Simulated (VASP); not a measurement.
# Ni: single point with PBE

The system is Ni.

```
Ni
1.0
     0.00000    1.76510    1.76510
     1.76510    0.00000    1.76510
     1.76510    1.76510    0.00000
Ni
1
Direct
  0.00000 0.00000 0.00000
```

- Program: VASP 6.6.1
- Task: single point
- Functional: PBE
- Potentials or basis: VASP PAW PBE potentials, release 64 (Ni)
- Cutoff: 520 eV
- k mesh: 15 × 15 × 15
- Occupations: fermi-dirac, width 0.1 eV
- Spin: collinear spin, ferromagnetic start
- Starting moments: [1.44] μB
- Fixed moment: 1.44 μB
- Dipole correction: no
- Further INCAR settings: ALGO = Normal; EDIFF = 1e-06; NBANDS = 15

| Item | Value |
| --- | --- |
| Pressure | 8.7 GPa |
| Net moment | 1.44 μB per cell |
| Site moments | Ni +1.39 μB |
| Valence electrons inside the program's atomic spheres | Ni 9.26 |

Run time: 42 s on 1 thread of Intel(R) Xeon(R) Platinum 8259CL CPU @ 2.50GHz (Skylake/Cascade Lake), on a shared host, peak memory 0.15 GiB.

Caveat: the total moment is fixed, so each spin has its own Fermi level.
